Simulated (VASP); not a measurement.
Set up this calculation in VASP 6.6.1, as the native input.

| Property | Result |
| --- | --- |
| Task | single point |
| Functional | PBEsol |
| Potentials or basis | VASP PAW PBE potentials, release 64 (Bi_d) |
| Cutoff | 520 eV |
| k mesh | 12 × 12 × 12 |
| Occupations | fermi-dirac, width 0.05 eV |
| Spin | no spin polarisation |
| Dipole correction | no |
| Further INCAR settings | ALGO = Normal; EDIFF = 1e-07; NBANDS = 14 |

The structure of Bi lies in POSCAR:

```
Bi
1.0
    2.9926608918      0.0000000000      0.0000000000
    0.0000000000      2.9926608918      0.0000000000
    0.0000000000      0.0000000000      2.9926608918
Bi
1
Direct
    0.0000000000      0.0000000000      0.0000000000
```

This cell differs from its parent crystal: volume scaled by 0.8.

These files were run (other wordings do the same):

INCAR

```
ALGO     = Normal         # electronic algorithm
EDIFF    = 1E-7           # SCF threshold, eV
ENCUT    = 520            # plane-wave cutoff, eV
GGA      = PS             # functional
ISIF     = 2              # what is computed and relaxed
ISMEAR   = -1             # smearing method
LASPH    = T              # aspherical terms in the spheres
LCHARG   = F              # write CHGCAR
LREAL    = F              # projectors in reciprocal space
LWAVE    = F              # write WAVECAR
NBANDS   = 14             # bands
NELM     = 100            # most SCF steps
PREC     = Accurate       # precision mode
SIGMA    = 0.05           # smearing width, eV
```

KPOINTS

```
k-points
0
Gamma
  12 12 12
```

Potentials or basis: VASP PAW PBE potentials, release 64 (Bi_d).

Command:

```console
$ cat potpaw_PBE.64/Bi_d/POTCAR > POTCAR
$ mpirun -np 1 vasp_std > vasp.out
```

It gave:

```yaml
Pressure: 19.7 GPa
```

Caveat: the PAW data sets were made with another functional, which shifts forces and pressure a little.

Run time: 7.7 s on 1 thread of Intel(R) Xeon(R) 6975P-C (Granite Rapids) (shared host), peak memory 0.15 GiB.
